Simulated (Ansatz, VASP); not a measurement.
# GaAs in VASP and in Ansatz

File INCAR:

```
SYSTEM = GaAs
  ALGO = Normal
  EDIFF = 1E-6
  ENCUT = 520
  GGA = PE
  ISIF = 2
  ISMEAR = 0
  LASPH = .TRUE.
  LCHARG = .TRUE.
  LELF = .TRUE.
  LREAL = .FALSE.
  LVHAR = .TRUE.
  LWAVE = .FALSE.
  NBANDS = 16
  NELM = 80
  PREC = Accurate
  SIGMA = 0.05
```

Contents of KPOINTS:

```
k-points
0
G
  10 10 10
  0 0 0
```

File POSCAR:

```
GaAs
1.0
    0.0000000000      2.8975212500      2.8975212500
    2.8975212500      0.0000000000      2.8975212500
    2.8975212500      2.8975212500      0.0000000000
Ga As
1 1
Direct
    0.0000000000      0.0000000000      0.0000000000
    0.7500000000      0.7500000000      0.7500000000
```

Input for Ansatz:

```yaml
crystal:
  lattice:
    - [0.0, 2.89752125, 2.89752125]
    - [2.89752125, 0.0, 2.89752125]
    - [2.89752125, 2.89752125, 0.0]
  atoms:
    - { symbol: Ga, position: [0.0, 0.0, 0.0] }
    - { symbol: As, position: [0.75, 0.75, 0.75] }
basis:
  ecutwfc: 420
kpoints:
  mp_grid: { grid: [10, 10, 10] }
hamiltonian:
  xc: pbe
scf:
  occupations: { method: gaussian, width: 0.05 }
output:
  forces: true
  stress: true
  eigenvalues: true
  write_density: true
  write_potential: true
  elf: true
  volumetric_format: npy
```

Change from the starting cell: strain +0.025 along x and y, +0.025 along z, atoms carried along.

Alike in both runs: task single point; functional PBE; k mesh 10 × 10 × 10; occupations gaussian, width 0.05 eV; no spin polarisation.

```csv
,VASP,Ansatz
version,VASP 6.6.1,Ansatz 0.2.0
potentials or method,"VASP PAW PBE potentials, release 64 (Ga_d, As), cutoff 520 eV","scalar-relativistic, plane waves, PAW"
valence electrons in the cell,18,28
```

Ansatz gave:

- gap on the k mesh at the Fermi level (eV): none
- pressure (GPa): -1.4

**Question.** Which values does VASP return?

**Answer.** gap on the k mesh at the Fermi level (eV): none; pressure (GPa): -1.3.

A gap of «none» marks a metal or a gap that the smearing closes. The functional is the same, so the differences come from potentials, cutoffs and numerics. VASP's potentials hold 18 valence electrons a cell and Ansatz's 28, so a difference there can come from the potentials and not from the codes.
